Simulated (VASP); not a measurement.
Wanted: the native input for a VASP 6.6.1 run.

```
Task                   : single point
Functional             : PBE
Potentials or basis    : VASP PAW PBE potentials, release 64 (Pb_d, O)
Cutoff                 : 520 eV
k mesh                 : 8 × 8 × 6
Occupations            : gaussian, width 0.05 eV
Spin                   : no spin polarisation
Dipole correction      : no
Further INCAR settings : ALGO = Normal; EDIFF = 1e-06; NBANDS = 28
```

The structure of PbO lies in POSCAR:

```
PbO
1.0
    4.0638240000      0.0000000000      0.0000000000
    0.0000000000      3.8849760000      0.0000000000
    0.0000000000      0.0000000000      5.0220000000
Pb O
2 2
Direct
    0.0000000000      0.5000000000      0.2351000000
    0.5000000000      0.0000000000      0.7649000000
    0.0000000000      0.0000000000      0.0000000000
    0.5000000000      0.5000000000      0.0000000000
```

This cell differs from its parent crystal: strain +0.0225 x Voigt [1, -1, 0, 0, 0, 0].

These files were run (other wordings do the same):

INCAR

```
PREC = Accurate
ENCUT = 520
EDIFF = 1E-6
ISMEAR = 0
SIGMA = 0.05
LREAL = F
LASPH = T
NELM = 60
ALGO = Normal
ISIF = 2
LWAVE = F
LCHARG = F
GGA = PE
NBANDS = 28
```

KPOINTS

```
Automatic mesh
0
Gamma
  8 8 6
```

Potentials or basis: VASP PAW PBE potentials, release 64 (Pb_d, O).

Launch:

```console
$ cat potpaw_PBE.64/Pb_d/POTCAR potpaw_PBE.64/O/POTCAR > POTCAR
$ mpirun -np 1 vasp_std > vasp.out
```

It gave:

| Item | Value |
| --- | --- |
| Pressure | 5.2 GPa |
| Largest force | 0.544 eV/Å |
| Band gap on the k mesh | 1.23 eV (least direct gap 2.33 eV) |

Caveat: the cell differs from its parent crystal (strain +0.0225 x Voigt [1, -1, 0, 0, 0, 0]); the cell stands under pressure; spin-orbit coupling is left out, which moves the levels of the heavy elements.

It took 6.1 min on 1 thread of Intel Xeon 8259CL (shared host), peak memory 0.31 GiB.
